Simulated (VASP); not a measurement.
## SiC: single point with PBEsol

The system is SiC.

```
CELL_PARAMETERS angstrom
3.05505 0.00000 0.00000
-1.52753 2.64575 0.00000
0.00000 0.00000 10.00306
ATOMIC_POSITIONS crystal
Si 0.00000 0.00000 0.18789
Si 0.00000 0.00000 0.68789
Si 0.33333 0.66667 0.43784
Si 0.66667 0.33333 0.93784
C 0.00000 0.00000 0.00046
C 0.00000 0.00000 0.50046
C 0.33333 0.66667 0.24980
C 0.66667 0.33333 0.74980
```

This cell differs from its parent crystal: volume scaled by 0.98.

- Program: VASP 6.6.1
- Task: single point
- Functional: PBEsol
- Potentials or basis: VASP PAW PBE potentials, release 64 (Si, C)
- Cutoff: 520 eV
- k mesh: 10 × 10 × 3
- Occupations: fermi-dirac, width 0.05 eV
- Spin: no spin polarisation
- Dipole correction: no
- Further INCAR settings: ALGO = Normal; EDIFF = 1e-06; NBANDS = 26

```json
{
  "Pressure": "5.5 GPa",
  "Largest force": "0.011 eV/Å",
  "Band gap on the k mesh": "2.11 eV, indirect (least direct gap 3.24 eV)"
}
```

Forces on the atoms (eV/Å):
```
Si   0.000  0.000  0.005
Si   0.000  0.000  0.005
Si   0.000  0.000 -0.011
Si   0.000  0.000 -0.011
C    0.000  0.000 -0.001
C    0.000  0.000 -0.001
C    0.000  0.000  0.007
C    0.000  0.000  0.007
```

Stress tensor (GPa, compression positive):
```
5.60 0.00 0.00
0.00 5.60 0.00
0.00 0.00 5.40
```

Levels at points of the mesh, in eV from the valence-band top:
| k point | band 14 | band 15 | band 16 | band 17 | band 18 | band 19 |
| --- | --- | --- | --- | --- | --- | --- |
| (0.00, 0.00, 0.00) | -0.05 | 0.00 | 0.00 | 5.23 | 5.81 | 6.45 |
| (0.50, 0.00, 0.00) | -2.26 | -1.61 | -1.13 | 2.11 | 2.25 | 4.18 |

Run time: 20 s on 1 thread of Intel(R) Xeon(R) 6975P-C (Granite Rapids), with other jobs on the host, peak memory 0.21 GiB.

Caveat: the PAW data sets were made with another functional, which shifts forces and pressure a little. A k mesh can miss the band edges.
